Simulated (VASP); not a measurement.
# GaAs (zincblende type) (F-43m) in VASP: notebook

The runs below take GaAs (zincblende type) through single point, with LDA.

Everything below comes from runs of VASP 6.6.1. Logs are shortened: lines on timing, memory, paths and dates and some standing lists are left out, and cuts for length are marked.

## Step 1: The cell of the first run

Symmetry: F-43m, No. 216, cubic system. The conventional cell has a = 4.591 Å, b = 4.591 Å, c = 4.591 Å, α = 90.00°, β = 90.00°, γ = 90.00°. Ga (site symmetry -43m) has 4 As at 1.99 Å within 2.6 Å. As (site symmetry -43m) has 4 Ga at 1.99 Å within 2.6 Å.

## Step 2: Single point, LDA (12.10 Å³/atom)

INCAR

```
PREC = Accurate
ENCUT = 520
EDIFF = 1E-6
ISMEAR = -1
SIGMA = 0.08
LREAL = F
LASPH = T
NELM = 60
ALGO = Normal
ISIF = 2
LWAVE = F
LCHARG = F
GGA = CA
NBANDS = 16
```

KPOINTS

```
Automatic mesh
0
Gamma
  13 13 13
```

POSCAR

```
GaAs
1.0
    0.0000000000      2.2955210896      2.2955210896
    2.2955210896      0.0000000000      2.2955210896
    2.2955210896      2.2955210896      0.0000000000
Ga As
1 1
Direct
    0.0000000000      0.0000000000      0.0000000000
    0.2500000000      0.2500000000      0.2500000000
```

Potentials or basis: VASP PAW LDA potentials, release 64 (Ga_d, As).

Command:

```bash
$ cat potpaw_LDA.64/Ga_d/POTCAR potpaw_LDA.64/As/POTCAR > POTCAR
$ mpirun -np 1 vasp_std > vasp.out
```

OUTCAR:

```text
PREC = Accurate
   ENCUT = 520
   EDIFF = 1E-6
   ISMEAR = -1
   LREAL = F
   LASPH = T
   NELM = 60
   ISIF = 2
   GGA = CA

 ion  position               nearest neighbor table
   1  0.000  0.000  0.000-   2 1.99   2 1.99   2 1.99   2 1.99
   2  0.250  0.250  0.250-   1 1.99   1 1.99   1 1.99   1 1.99

  LATTYP: Found a face centered cubic cell.
 ALAT       =     4.5910421792

  Lattice vectors:

 A1 = (   0.0000000000,   2.2955210896,   2.2955210896)
 A2 = (   2.2955210896,   0.0000000000,   2.2955210896)
 A3 = (   2.2955210896,   2.2955210896,   0.0000000000)

Analysis of symmetry for initial positions (statically):
=====================================================================
 Subroutine PRICEL returns:
 Original cell was already a primitive cell.

 Routine SETGRP: Setting up the symmetry group for a
 face centered cubic supercell.

 Subroutine GETGRP returns: Found 24 space group operations
 (whereof 24 operations were pure point group operations)
 out of a pool of 48 trial point group operations.

The static configuration has the point symmetry T_d .

Analysis of symmetry for dynamics (positions and initial velocities):
=====================================================================
 Subroutine PRICEL returns:
 Original cell was already a primitive cell.

 Routine SETGRP: Setting up the symmetry group for a
 face centered cubic supercell.

 Subroutine GETGRP returns: Found 24 space group operations
 (whereof 24 operations were pure point group operations)
 out of a pool of 48 trial point group operations.

The dynamic configuration has the point symmetry T_d .

 Subroutine INISYM returns: Found 24 space group operations
 (whereof 24 operations are pure point group operations),
 and found     1 'primitive' translations

----------------------------------------------------------------------------------------

                                     Primitive cell

  volume of cell :      24.1921

  direct lattice vectors                    reciprocal lattice vectors
     0.000000000  2.295521090  2.295521090    -0.217815468  0.217815468  0.217815468
     2.295521090  0.000000000  2.295521090     0.217815468 -0.217815468  0.217815468
     2.295521090  2.295521090  0.000000000     0.217815468  0.217815468 -0.217815468

  length of vectors
[... 79 lines left out ...]
   LASPH  =      T    aspherical Exc in radial PAW
   ENCUT  =  520.0 eV  38.22 Ry    6.18 a.u.   6.04  6.04  6.04*2*pi/ulx,y,z
   NELM   =     60;   NELMIN=  2; NELMDL= -5     # of ELM steps
   EDIFF  = 0.1E-05   stopping-criterion for ELM
   LREAL  =      F    real-space projection
   EDIFFG = 0.1E-04   stopping-criterion for IOM
   NSW    =      0    number of steps for IOM
   IBRION =     -1    ionic relax: 0-MD 1-quasi-New 2-CG
   NFREE  =      0    steps in history (QN), initial steepest desc. (CG)
   ISIF   =      2    stress and relaxation
   ISYM   =      2    0-nonsym 1-usesym 2-fastsym
   POTIM  = 0.5000    time-step for ionic-motion
   TEBEG  =    0.0;   TEEND  =   0.0 temperature during run
   PSTRESS=    0.0 pullay stress
   NELECT =      18.0000    total number of electrons
   NUPDOWN=      -1.0000    fix difference up-down
   EMIN   =  10.00;   EMAX   =-10.00  energy-range for DOS
   EFERMI =   0.00;   METHOD = LEGACY
   ISMEAR =    -1;   SIGMA  =   0.08  broadening in eV -4-tet -1-fermi 0-gaus
   EFERMI_NEDOS =   21; number of points for ismear=-14 and -15
   IALGO  =     38    algorithm
   IMIX   =      4    mixing-type and parameters
     AMIX     =   0.40;   BMIX     =  1.00
     AMIX_MAG =   1.60;   BMIX_MAG =  1.00
  volume/ion in A,a.u.               =      12.10        81.63
  Fermi-wavevector in a.u.,A,eV,Ry     =   1.483455  2.803323 29.941508  2.200639
  Thomas-Fermi vector in A             =   2.597114
   LORBIT       =      0    0 simple, 1 ext, 2 COOP (PROOUT), +10 PAW based schemes
   GGA     = CA    functional components
   LHFCALC =     F    Hartree Fock is set to
   AEXX    =    0.0000 exact exchange contribution
   IVDW    =     0    specifies the selected vdW correction
   LEPSILON=     F    determine dielectric tensor
   LRPA    =     F    only Hartree local field effects (RPA)
 non-spin polarized calculation
  energy-cutoff  :      520.00
  volume of cell :       24.19
 maximum number of plane-waves:       666
   NGX = 13   NGY = 13   NGZ = 13

 number of electron      17.9999986 magnetization

 Free energy of the ion-electron system (eV)
  ---------------------------------------------------
  ext. energy  EPLUGINS =         0.00000000
  ---------------------------------------------------
  free energy    TOTEN  =        -3.44914983 eV

  energy without entropy =       -3.44581494  energy(sigma->0) =       -3.44748238

 E-fermi :  12.1747     XC(G=0): -12.9913

 val. band max:       12.1557319881   @ k =   0.0769   0.0000   0.0000
 cond. band min:      12.1868074266   @ k =  -0.4615   0.4615   0.0000
 fundamental gap:      0.0310754385
 Fermi energy:        12.1747230206

 k-point     1 :       0.0000    0.0000    0.0000
  band No.  band energies     occupation
      1      -7.0580      2.00000
      2      -5.6358      2.00000
      3      -5.6358      2.00000
      4      -5.6358      2.00000
      5      -5.2338      2.00000
      6      -5.2338      2.00000
[... 433 lines left out ...]
      3      -5.4863      2.00000
      4      -5.2866      2.00000
      5      -5.2025      2.00000
      6      -2.7814      2.00000
[... 8 lines left out ...]
     15      27.6793      0.00000
     16      28.5074      0.00000

 [... further k-points ...]

------------------------ aborting loop because EDIFF is reached ----------------------------------------

  FORCE on cell =-STRESS in cart. coord.  units (eV):
  Direction    XX          YY          ZZ          XY          YZ          ZX
  --------------------------------------------------------------------------------------
  -------------------------------------------------------------------------------------
  Total       25.6668266     25.6668266     25.6668266      0.0000000      0.0000000      0.0000000
  in kB     1699.8433540   1699.8433540   1699.8433540      0.0000000      0.0000000      0.0000000
  external PRESSURE =    1699.8433540 kB  Pullay stress =       0.0000000 kB

 VOLUME and BASIS-vectors are now :
 -----------------------------------------------------------------------------
  energy-cutoff  :      520.00
  volume of cell :       24.19
      direct lattice vectors                 reciprocal lattice vectors
     0.000000000  2.295521090  2.295521090    -0.217815468  0.217815468  0.217815468
     2.295521090  0.000000000  2.295521090     0.217815468 -0.217815468  0.217815468
     2.295521090  2.295521090  0.000000000     0.217815468  0.217815468 -0.217815468

 POSITION                                       TOTAL-FORCE (eV/Angst)
 -----------------------------------------------------------------------------------
      0.00000      0.00000      0.00000        -0.000000     -0.000000     -0.000000
      1.14776      1.14776      1.14776         0.000000      0.000000      0.000000
 -----------------------------------------------------------------------------------
    total drift:                                0.000004      0.000004      0.000002

  FREE ENERGIE OF THE ION-ELECTRON SYSTEM (eV)
  ---------------------------------------------------
  free  energy   TOTEN  =        -3.4491498264 eV

  energy  without entropy=       -3.4458149362  energy(sigma->0) =       -3.44748238
```

OSZICAR:

```text
N       E                     dE             d eps       ncg     rms          rms(c)
DAV:   1     0.850006506192E+02    0.85001E+02   -0.90460E+03  2992   0.196E+03
DAV:   2     0.988347151952E+00   -0.84012E+02   -0.79737E+02  2968   0.329E+02
DAV:   3    -0.408313368135E+01   -0.50715E+01   -0.50522E+01  3320   0.629E+01
DAV:   4    -0.413656682102E+01   -0.53433E-01   -0.53428E-01  3144   0.663E+00
DAV:   5    -0.413717335207E+01   -0.60653E-03   -0.60653E-03  3464   0.666E-01    0.669E+00
DAV:   6    -0.361410061988E+01    0.52307E+00   -0.32455E-01  3944   0.139E+01    0.408E+00
DAV:   7    -0.345313573664E+01    0.16096E+00   -0.27179E-01  3728   0.514E+00    0.795E-01
DAV:   8    -0.344982575584E+01    0.33100E-02   -0.17094E-02  2936   0.168E+00    0.615E-01
DAV:   9    -0.344921202650E+01    0.61373E-03   -0.14599E-03  3504   0.301E-01    0.502E-02
DAV:  10    -0.344915045885E+01    0.61568E-04   -0.93893E-05  3280   0.215E-01    0.292E-02
DAV:  11    -0.344915084609E+01   -0.38724E-06   -0.17210E-05  3432   0.399E-02    0.950E-03
DAV:  12    -0.344914984253E+01    0.10036E-05   -0.21430E-06  2920   0.891E-03    0.346E-03
DAV:  13    -0.344914982640E+01    0.16127E-07   -0.12202E-07  1728   0.377E-03
   1 F= -.34491498E+01 E0= -.34474824E+01  d E =-.333489E-02
```

stdout:

```text
POSCAR found type information on POSCAR GaAs
 POSCAR found :  2 types and       2 ions
 scaLAPACK will be used
 LDA part: xc-table for (Slater(with rela. corr.)+CA(PZ))
 , standard interpolation
 POSCAR, INCAR and KPOINTS ok, starting setup
 FFT: planning ... GRIDC
 FFT: planning ... GRID_SOFT
 FFT: planning ... GRID
 WAVECAR not read
 entering main loop
```

Run time: 30 s. Hardware: 1 thread of Intel Xeon 8259CL, shared host; peak memory 0.15 GiB.

What came out:

```
Free energy            : -3.4491 eV
Pressure               : 170.0 GPa
Band gap on the k mesh : zero (bands 9 and 10 overlap by 0.53 eV)
```

Levels at points of the mesh, in eV from the Fermi level:
| k point | band 6 | band 7 | band 8 | band 9 | band 10 | band 11 | band 12 | band 13 |
| --- | --- | --- | --- | --- | --- | --- | --- | --- |
| (0.00, 0.00, 0.00) | -17.41 | 0.28 | 0.28 | 0.28 | 3.51 | 3.51 | 3.51 | 5.54 |

Caveat: the cell stands under pressure; semilocal functionals underestimate gaps, so a narrow gap can read as zero.

## Step 3: Single point, LDA (12.10 Å³/atom)

INCAR

```
SYSTEM = GaAs
PREC = Accurate
ENCUT = 520
EDIFF = 1E-7
ISMEAR = -1
SIGMA = 0.08
LREAL = .False.
LASPH = .True.
NELM = 60
ALGO = Normal
ISIF = 2
LWAVE = .False.
LCHARG = .False.
GGA = CA
NBANDS = 16
```

KPOINTS

```
Automatic mesh
0
Gamma
  13 13 13
  0 0 0
```

POSCAR is that of step 2.

Potentials or basis: VASP PAW LDA potentials, release 64 (Ga_d, As).

Command:

```bash
$ cat potpaw_LDA.64/Ga_d/POTCAR potpaw_LDA.64/As/POTCAR > POTCAR
$ mpirun -np 1 vasp_std > vasp.out
```

It took 37 s on 1 thread of Intel Xeon 8259CL, shared host; peak memory 0.15 GiB.

Results (log left out):

```
Free energy            : -3.4491 eV
Pressure               : 170.0 GPa
Band gap on the k mesh : zero (bands 9 and 10 overlap by 0.53 eV)
```

Levels at points of the mesh, in eV from the Fermi level:
```tsv
k point	band 6	band 7	band 8	band 9	band 10	band 11	band 12	band 13
(0.00, 0.00, 0.00)	-17.41	0.28	0.28	0.28	3.51	3.51	3.51	5.54
```

Caveat: the cell stands under pressure; semilocal functionals underestimate gaps, so a narrow gap can read as zero.
